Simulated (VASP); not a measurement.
## Mg4Ge3N: single point with PBE

Crystal: Mg4Ge3N.

```
Mg Ge N
1.0
     3.19870    0.00000    0.00000
    -1.59935    2.77016    0.00000
     0.00000    0.00000   15.78562
Mg Ge N
4 3 1
Direct
  0.66667 0.33333 0.93417
  0.33333 0.66667 0.06583
  0.66667 0.33333 0.64145
  0.33333 0.66667 0.35855
  0.00000 0.00000 0.50000
  0.66667 0.33333 0.22083
  0.33333 0.66667 0.77917
  0.00000 0.00000 0.00000
```

```json
{
 "Program": "VASP 6.6.1",
 "Task": "single point",
 "Functional": "PBE",
 "Potentials or basis": "VASP PAW PBE potentials, release 64 (Mg, Ge_d, N)",
 "Cutoff": "520 eV",
 "k mesh": "12 × 12 × 2",
 "Occupations": "gaussian, width 0.1 eV",
 "Spin": "no spin polarisation"
}
```

| Item | Value |
| --- | --- |
| Pressure | -0.2 GPa |
| Largest force | 0.032 eV/Å |
| Band gap on the k mesh | zero (an odd number of electrons rules out a gap without spin polarisation) |

Forces in eV/Å, atoms in the order of the input:
```
Mg   0.000  0.000  0.032
Mg   0.000  0.000 -0.032
Mg   0.000  0.000 -0.002
Mg   0.000  0.000  0.002
Ge   0.000  0.000  0.000
Ge   0.000  0.000 -0.003
Ge   0.000  0.000  0.003
N    0.000  0.000  0.000
```

Stress tensor (GPa, compression positive):
```
-0.15  0.00  0.00
 0.00 -0.15  0.00
 0.00  0.00 -0.25
```

Levels at points of the mesh, in eV from the Fermi level:
```csv
k point,band 25,band 26,band 27,band 28,band 29,band 30,band 31,band 32
"(0.00, 0.00, 0.00)",-0.13,-0.10,3.32,4.08,5.79,5.79,6.16,6.16
"(0.50, 0.00, 0.00)",-1.38,-1.29,-0.93,-0.26,1.17,1.85,2.87,3.00
"(0.00, 0.00, 0.50)",-0.13,0.93,1.97,5.50,5.79,5.79,6.15,6.17
"(0.50, 0.00, 0.50)",-1.80,-0.93,-0.90,-0.63,1.47,2.22,2.44,2.86
```

Wall time 5.5 min on 1 thread of Oxide Virtual Turin-like Processor, on a shared host, peak memory 0.32 GiB.
